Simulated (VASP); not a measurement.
# SnO2 (Immm) in VASP: single point with PBE

Aim: the single point of SnO2 with PBE.

Everything below comes from runs of VASP 6.6.1. Logs are shortened: lines on timing, memory, paths and dates and some standing lists are left out, and cuts for length are marked.

## 1. The cell of the first run

Symmetry: Immm, No. 71, orthorhombic system. The conventional cell has a = 3.605 Å, b = 3.669 Å, c = 5.143 Å, α = 90.00°, β = 90.00°, γ = 90.00°. Within 2.9 Å of Sn (site symmetry mmm) lie 8 O at 2.21 to 2.24 Å. O (site symmetry mm2) has 4 Sn at 2.21 to 2.24 Å and 6 O at 2.57 Å within 2.9 Å.

## 2. Single point, PBE (strain +0.0175 x Voigt [0, 0, 0, 0, 0, 1])

The input, INCAR:

```
SYSTEM = SnO2
PREC = Accurate ; ENCUT = 520
EDIFF = 1E-6 ; ISMEAR = 0
SIGMA = 0.15 ; LREAL = .False.
LASPH = .True. ; NELM = 60
ALGO = Normal ; ISIF = 2
LWAVE = .False. ; LCHARG = .False.
GGA = PE ; NBANDS = 20
```

The input, KPOINTS:

```
regular mesh
0
Gamma
  16 16 16
  0 0 0
```

The input, POSCAR:

```
SnO2
1.0
    0.0225019587      2.5716524213      2.5716524213
    2.5716524213      0.0225019587      2.5716524213
    2.5941543800      2.5941543800      0.0000000000
Sn O
1 2
Direct
    0.0000000000      0.0000000000      0.0000000000
    0.2500000000      0.2500000000      0.2500000000
    0.7500000000      0.7500000000      0.7500000000
```

Potentials or basis: VASP PAW PBE potentials, release 64 (Sn_d, O).

The run is started by

```
$ cat potpaw_PBE.64/Sn_d/POTCAR potpaw_PBE.64/O/POTCAR > POTCAR
$ mpirun -np 1 vasp_std > vasp.out
```

OUTCAR:

```text
SYSTEM = SnO2
   PREC = Accurate
   ENCUT = 520
   EDIFF = 1E-6
   ISMEAR = 0
   LREAL = .False.
   LASPH = .True.
   NELM = 60
   ISIF = 2
   GGA = PE

 ion  position               nearest neighbor table
   1  0.000  0.000  0.000-   3 2.21   3 2.21   2 2.21   2 2.21   3 2.24   2 2.24   3 2.24   2 2.24

   2  0.250  0.250  0.250-   1 2.21   1 2.21   1 2.24   1 2.24
   3  0.750  0.750  0.750-   1 2.21   1 2.21   1 2.24   1 2.24

  LATTYP: Found a body centered orthorhombic cell.
 ALAT       =     3.6050431567
 B/A-ratio  =     1.0176544767
 C/A-ratio  =     1.4266971626

  Lattice vectors:

 A1 = (   2.5716524213,   0.0225019587,  -2.5716524213)
 A2 = (  -2.5716524213,  -0.0225019587,  -2.5716524213)
 A3 = (   0.0225019587,   2.5716524213,   2.5716524213)

Analysis of symmetry for initial positions (statically):
=====================================================================
 Subroutine PRICEL returns:
 Original cell was already a primitive cell.

 Routine SETGRP: Setting up the symmetry group for a
 body centered orthorhombic supercell.

 Subroutine GETGRP returns: Found  8 space group operations
 (whereof  8 operations were pure point group operations)
 out of a pool of  8 trial point group operations.

The static configuration has the point symmetry D_2h.

Analysis of symmetry for dynamics (positions and initial velocities):
=====================================================================
 Subroutine PRICEL returns:
 Original cell was already a primitive cell.

 Routine SETGRP: Setting up the symmetry group for a
 body centered orthorhombic supercell.

 Subroutine GETGRP returns: Found  8 space group operations
 (whereof  8 operations were pure point group operations)
 out of a pool of  8 trial point group operations.

The dynamic configuration has the point symmetry D_2h.

 Subroutine INISYM returns: Found  8 space group operations
 (whereof  8 operations are pure point group operations),
 and found     1 'primitive' translations

----------------------------------------------------------------------------------------

                                     Primitive cell

  volume of cell :      34.0121

  direct lattice vectors                    reciprocal lattice vectors
     0.022501959  2.571652421  2.571652421    -0.196143777  0.196143777  0.194427519
     2.571652421  0.022501959  2.571652421     0.196143777 -0.196143777  0.194427519
     2.594154380  2.594154380  0.000000000     0.192741035  0.192741035 -0.194427519

  length of vectors
     3.636935343  3.636935343  3.668688307     0.338743004  0.338743004  0.334813789

  position of ions in fractional coordinates (direct lattice)
     0.000000000  0.000000000  0.000000000
     0.250000000  0.250000000  0.250000000
     0.750000000  0.750000000  0.750000000

  ion indices of the primitive-cell ions
   primitive index   ion index
                 1           1
                 2           2
                 3           3

----------------------------------------------------------------------------------------

 KPOINTS: regular mesh

Automatic generation of k-mesh.
 Grid dimensions read from file:
 generate k-points for:   16   16   16

 Generating k-lattice:

  Cartesian coordinates                     Fractional coordinates (reciprocal lattice)
    -0.012258986  0.012258986  0.012151720     0.062500000  0.000000000  0.000000000
     0.012258986 -0.012258986  0.012151720     0.000000000  0.062500000  0.000000000
     0.012046315  0.012046315 -0.012151720     0.000000000  0.000000000  0.062500000

  Length of vectors
     0.021171438  0.021171438  0.020925862

  Shift w.r.t. Gamma in fractional coordinates (k-lattice)
     0.000000000  0.000000000  0.000000000

 Subroutine IBZKPT returns following result:
 ===========================================

 Found    621 irreducible k-points:

 Following reciprocal coordinates:
            Coordinates               Weight
  0.000000  0.000000  0.000000      1.000000
  0.062500 -0.000000  0.000000      4.000000
  0.125000 -0.000000  0.000000      4.000000
  0.187500 -0.000000  0.000000      4.000000
  0.250000 -0.000000  0.000000      4.000000
  0.312500 -0.000000  0.000000      4.000000
[... 16 lines left out ...]
 -0.125000  0.062500  0.000000      4.000000
 -0.062500  0.062500  0.000000      2.000000
 [... further k-points ...]
   k-points           NKPTS =    621   k-points in BZ     NKDIM =    621   number of bands    NBANDS=     20
   number of dos      NEDOS =    301   number of ions     NIONS =      3
   total plane-waves  NPLWV =  21952
   dimension x,y,z NGX =    28 NGY =   28 NGZ =   28
   dimension x,y,z NGXF=    56 NGYF=   56 NGZF=   56
   ions per type =               1   2
   NGX,Y,Z   is equivalent  to a cutoff of  12.80, 12.80, 12.69 a.u.
   NGXF,Y,Z  is equivalent  to a cutoff of  25.60, 25.60, 25.38 a.u.
 SYSTEM =  SnO2
   PREC   = accura    normal or accurate (medium, high low for compatibility)
   ISTART =      0    job   : 0-new  1-cont  2-samecut
   ICHARG =      2    charge: 1-file 2-atom 10-const
   ISPIN  =      1    spin polarized calculation?
   LNONCOLLINEAR =      F non collinear calculations
   LSORBIT =      F    spin-orbit coupling
   LASPH  =      T    aspherical Exc in radial PAW
   ENCUT  =  520.0 eV  38.22 Ry    6.18 a.u.   6.76  6.76  6.82*2*pi/ulx,y,z
   NELM   =     60;   NELMIN=  2; NELMDL= -5     # of ELM steps
   EDIFF  = 0.1E-05   stopping-criterion for ELM
   LREAL  =      F    real-space projection
   EDIFFG = 0.1E-04   stopping-criterion for IOM
   NSW    =      0    number of steps for IOM
   IBRION =     -1    ionic relax: 0-MD 1-quasi-New 2-CG
   NFREE  =      0    steps in history (QN), initial steepest desc. (CG)
   ISIF   =      2    stress and relaxation
   ISYM   =      2    0-nonsym 1-usesym 2-fastsym
   POTIM  = 0.5000    time-step for ionic-motion
   TEBEG  =    0.0;   TEEND  =   0.0 temperature during run
   PSTRESS=    0.0 pullay stress
   NELECT =      26.0000    total number of electrons
   NUPDOWN=      -1.0000    fix difference up-down
   EMIN   =  10.00;   EMAX   =-10.00  energy-range for DOS
   EFERMI =   0.00;   METHOD = LEGACY
   ISMEAR =     0;   SIGMA  =   0.15  broadening in eV -4-tet -1-fermi 0-gaus
   EFERMI_NEDOS =   21; number of points for ismear=-14 and -15
   IALGO  =     38    algorithm
   IMIX   =      4    mixing-type and parameters
     AMIX     =   0.40;   BMIX     =  1.00
     AMIX_MAG =   1.60;   BMIX_MAG =  1.00
  volume/ion in A,a.u.               =      11.34        76.51
  Fermi-wavevector in a.u.,A,eV,Ry     =   1.496884  2.828700 30.486046  2.240661
  Thomas-Fermi vector in A             =   2.608843
   LORBIT       =      0    0 simple, 1 ext, 2 COOP (PROOUT), +10 PAW based schemes
   GGA     = PE    functional components
   LHFCALC =     F    Hartree Fock is set to
   AEXX    =    0.0000 exact exchange contribution
   IVDW    =     0    specifies the selected vdW correction
   LEPSILON=     F    determine dielectric tensor
   LRPA    =     F    only Hartree local field effects (RPA)
 non-spin polarized calculation
 Gauss-broadening in eV      SIGMA  =   0.15
  energy-cutoff  :      520.00
  volume of cell :       34.01
 maximum number of plane-waves:       934
   NGX = 13   NGY = 13   NGZ = 13

 number of electron      25.9999991 magnetization

 Free energy of the ion-electron system (eV)
  ---------------------------------------------------
  ext. energy  EPLUGINS =         0.00000000
  ---------------------------------------------------
  free energy    TOTEN  =       -17.91623966 eV

  energy without entropy =      -17.91598982  energy(sigma->0) =      -17.91611474

 E-fermi :   7.5990     XC(G=0): -11.6787

 val. band max:        7.3903984866   @ k =  -0.2500   0.5000   0.2500
 cond. band min:       7.7782642487   @ k =   0.0000   0.0000   0.0625
 fundamental gap:      0.3878657621
 Fermi energy:         7.5990212743

 k-point     1 :       0.0000    0.0000    0.0000
  band No.  band energies     occupation
      1     -13.1779      2.00000
      2     -13.1771      2.00000
      3     -13.1733      2.00000
      4     -13.0497      2.00000
      5     -13.0496      2.00000
      6     -11.9314      2.00000
[... 12 lines left out ...]
     19      22.4953      0.00000
     20      22.4995      0.00000

 k-point     2 :       0.0625   -0.0000    0.0000
  band No.  band energies     occupation
      1     -13.1879      2.00000
      2     -13.1742      2.00000
      3     -13.1733      2.00000
      4     -13.0499      2.00000
      5     -13.0496      2.00000
      6     -11.8945      2.00000
[... 12 lines left out ...]
     19      22.4998      0.00000
     20      22.5033      0.00000

 k-point     3 :       0.1250   -0.0000    0.0000
  band No.  band energies     occupation
      1     -13.2279      2.00000
      2     -13.1664      2.00000
      3     -13.1653      2.00000
      4     -13.0502      2.00000
      5     -13.0492      2.00000
      6     -11.7799      2.00000
[... 12 lines left out ...]
     19      22.5031      0.00000
     20      22.5279      0.00000

 k-point     4 :       0.1875   -0.0000    0.0000
  band No.  band energies     occupation
      1     -13.2932      2.00000
      2     -13.1561      2.00000
      3     -13.1547      2.00000
      4     -13.0492      2.00000
      5     -13.0470      2.00000
      6     -11.5817      2.00000
[... 429 lines left out ...]
 k-point    23 :      -0.1250    0.0625    0.0000
  band No.  band energies     occupation
      1     -13.2580      2.00000
      2     -13.1624      2.00000
      3     -13.1572      2.00000
      4     -13.0542      2.00000
      5     -13.0448      2.00000
      6     -11.6921      2.00000
[... 12 lines left out ...]
     19      22.4246      0.00000
     20      22.7885      0.00000

 k-point    24 :      -0.0625    0.0625    0.0000
  band No.  band energies     occupation
      1     -13.2113      2.00000
      2     -13.1708      2.00000
      3     -13.1654      2.00000
      4     -13.0522      2.00000
      5     -13.0476      2.00000
      6     -11.8333      2.00000
[... 12 lines left out ...]
     19      22.4561      0.00000
     20      22.5711      0.00000

 [... further k-points ...]

------------------------ aborting loop because EDIFF is reached ----------------------------------------

  FORCE on cell =-STRESS in cart. coord.  units (eV):
  Direction    XX          YY          ZZ          XY          YZ          ZX
  --------------------------------------------------------------------------------------
  -------------------------------------------------------------------------------------
  Total        0.1305511      0.1305511      0.1293208     -0.0589357      0.0000000      0.0000000
  in kB        6.1497515      6.1497515      6.0917965     -2.7762301      0.0000000      0.0000000
  external PRESSURE =       6.1304332 kB  Pullay stress =       0.0000000 kB

 VOLUME and BASIS-vectors are now :
 -----------------------------------------------------------------------------
  energy-cutoff  :      520.00
  volume of cell :       34.01
      direct lattice vectors                 reciprocal lattice vectors
     0.022501959  2.571652421  2.571652421    -0.196143777  0.196143777  0.194427519
     2.571652421  0.022501959  2.571652421     0.196143777 -0.196143777  0.194427519
     2.594154380  2.594154380  0.000000000     0.192741035  0.192741035 -0.194427519

 POSITION                                       TOTAL-FORCE (eV/Angst)
 -----------------------------------------------------------------------------------
      0.00000      0.00000      0.00000         0.000000     -0.000000      0.000000
      1.29708      1.29708      1.28583        -0.000000     -0.000000     -0.038917
      3.89123      3.89123      3.85748         0.000000      0.000000      0.038917
 -----------------------------------------------------------------------------------
    total drift:                                0.000000     -0.000000      0.000000

  FREE ENERGIE OF THE ION-ELECTRON SYSTEM (eV)
  ---------------------------------------------------
  free  energy   TOTEN  =       -17.9162396625 eV

  energy  without entropy=      -17.9159898189  energy(sigma->0) =      -17.91611474
```

Run time: 8.5 min. Hardware: 1 thread of Intel Xeon Platinum 8375C at 2.90GHz (Ice Lake), shared host; peak memory 0.47 GiB.

What came out:

```yaml
Free_energy: -17.9162 eV
Pressure: 0.6 GPa
Largest_force: 0.039 eV/Å
Band_gap_on_the_k_mesh: zero (bands 13 and 14 overlap by 0.15 eV)
```

Forces in eV/Å, atoms in the order of the input:
```
Sn   0.000  0.000  0.000
O    0.000  0.000 -0.039
O    0.000  0.000  0.039
```

Stress tensor (GPa, compression positive):
```
 0.61 -0.28  0.00
-0.28  0.61  0.00
 0.00  0.00  0.61
```

Levels at points of the mesh, in eV from the Fermi level:
```
           k point  band 9  band 10  band 11  band 12  band 13  band 14  band 15  band 16  band 17  band 18
(0.00, 0.00, 0.00)   -3.01    -2.96    -1.59    -1.52    -1.45    -0.36     6.59     6.78     6.96    13.03
(0.50, 0.00, 0.00)   -3.95    -3.48    -3.43    -2.25    -2.23     4.33     7.69     9.72     9.97    14.80
(0.50, 0.50, 0.00)   -5.52    -5.42    -0.42    -0.36    -0.30     2.87     6.68     9.56    11.46    11.71
(0.00, 0.00, 0.50)   -3.92    -3.44    -3.39    -2.23    -2.21     4.27     7.60     9.74     9.98    14.85
(0.50, 0.00, 0.50)   -5.47    -5.47    -0.40    -0.39    -0.30     2.87     6.67     9.56    11.59    11.59
```

Caveat: the cell differs from its parent crystal (strain +0.0175 x Voigt [0, 0, 0, 0, 0, 1]); semilocal functionals underestimate gaps, so a narrow gap can read as zero; spin-orbit coupling is left out, which moves the levels of the heavy elements.
